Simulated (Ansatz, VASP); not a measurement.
# InF3: VASP beside Ansatz

File INCAR:

```
SYSTEM = InF3
PREC = Accurate
ENCUT = 520
EDIFF = 1E-6
ISMEAR = 0
SIGMA = 0.1
LREAL = .FALSE.
LASPH = .TRUE.
NELM = 60
ALGO = Normal
ISIF = 2
LWAVE = .FALSE.
LCHARG = .TRUE.
GGA = CA
LELF = .TRUE.
LVHAR = .TRUE.
NBANDS = 44
```

KPOINTS

```
Automatic mesh
0
G
  6 6 6
  0 0 0
```

The input POSCAR:

```
InF3
1.0
    2.7051500000      1.5618190807      4.7925000000
   -2.7051500000      1.5618190807      4.7925000000
    0.0000000000     -3.1236381614      4.7925000000
In F
2 6
Direct
    0.0000000000      0.0000000000      0.0000000000
    0.5000000000      0.5000000000      0.5000000000
    0.8584000000      0.6416000000      0.2500000000
    0.2500000000      0.8584000000      0.6416000000
    0.6416000000      0.2500000000      0.8584000000
    0.1416000000      0.3584000000      0.7500000000
    0.7500000000      0.1416000000      0.3584000000
    0.3584000000      0.7500000000      0.1416000000
```

Input for Ansatz:

```yaml
crystal:
  lattice:
    - [2.70515, 1.5618190807, 4.7925]
    - [-2.70515, 1.5618190807, 4.7925]
    - [0.0, -3.1236381614, 4.7925]
  atoms:
    - { symbol: In, position: [0.0, 0.0, 0.0] }
    - { symbol: In, position: [0.5, 0.5, 0.5] }
    - { symbol: F, position: [0.8584, 0.6416, 0.25] }
    - { symbol: F, position: [0.25, 0.8584, 0.6416] }
    - { symbol: F, position: [0.6416, 0.25, 0.8584] }
    - { symbol: F, position: [0.1416, 0.3584, 0.75] }
    - { symbol: F, position: [0.75, 0.1416, 0.3584] }
    - { symbol: F, position: [0.3584, 0.75, 0.1416] }
basis:
  ecutwfc: 420
kpoints:
  mp_grid: { grid: [6, 6, 6] }
hamiltonian:
  xc: lda
scf:
  occupations: { method: gaussian, width: 0.1 }
output:
  forces: true
  stress: true
  eigenvalues: true
```

Alike in both runs: task single point; functional LDA; k mesh 6 × 6 × 6; occupations gaussian, width 0.1 eV; no spin polarisation.

```csv
,VASP,Ansatz
version,VASP 6.6.1,Ansatz 0.2.0
potentials or method,"VASP PAW LDA potentials, release 64 (In_d, F), cutoff 520 eV","scalar-relativistic, plane waves, PAW"
valence electrons in the cell,68,68
```

Ansatz gave:

* gap on the k mesh at the Fermi level (eV): 4.24
* least direct gap on the mesh (eV): 4.28
* pressure (GPa): -0.3
* traceless stress, the component that is largest in VASP (GPa): -0.26
* rms of the force components (eV/Å): 0.030

Question: What did VASP give for the same quantities?

Answer: gap on the k mesh at the Fermi level (eV): 4.24; least direct gap on the mesh (eV): 4.28; pressure (GPa): 0.2; traceless stress, the component that is largest in VASP (GPa): -0.22; rms of the force components (eV/Å): 0.048.

LDA's correlation is that of Perdew and Zunger in VASP and of Perdew and Wang (1992) in Ansatz. Atom by atom the forces differ by 0.018 eV/Å (rms over components).
